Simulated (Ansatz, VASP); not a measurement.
Cs: VASP beside Ansatz

```
Cs
1.0
     9.59582    0.00000    0.00000
     0.00000    9.59582    0.00000
     0.00000    0.00000    9.59582
Cs
8
Direct
  0.00000 0.25000 0.50000
  0.00000 0.75000 0.50000
  0.50000 0.00000 0.75000
  0.50000 0.00000 0.25000
  0.75000 0.50000 0.00000
  0.25000 0.50000 0.00000
  0.50000 0.50000 0.50000
  0.00000 0.00000 0.00000
```

Alike in both runs: functional PBEsol; k mesh 4 × 4 × 4; occupations gaussian, width 0.1 eV; no spin polarisation.

Ansatz relaxed the structure, and its values are those at the end. VASP's run is a single point on that final structure, the one shown.

```csv
,VASP,Ansatz
version,VASP 6.6.1,Ansatz 0.2.0
potentials or method,"VASP PAW PBE potentials, release 64 (Cs_sv), cutoff 520 eV","scalar-relativistic, plane waves, PAW"
valence electrons in the cell,72,72
```

|  | VASP | Ansatz | Ansatz less VASP |
| --- | --- | --- | --- |
| gap on the k mesh at the Fermi level (eV) | none | none | - |
| pressure (GPa) | 0.0 | 0.0 | +0.01 |

VASP's potentials were made for PBE, not for PBEsol. A gap of «none» marks a metal or a gap that the smearing closes.

Neither program's run includes spin-orbit coupling.
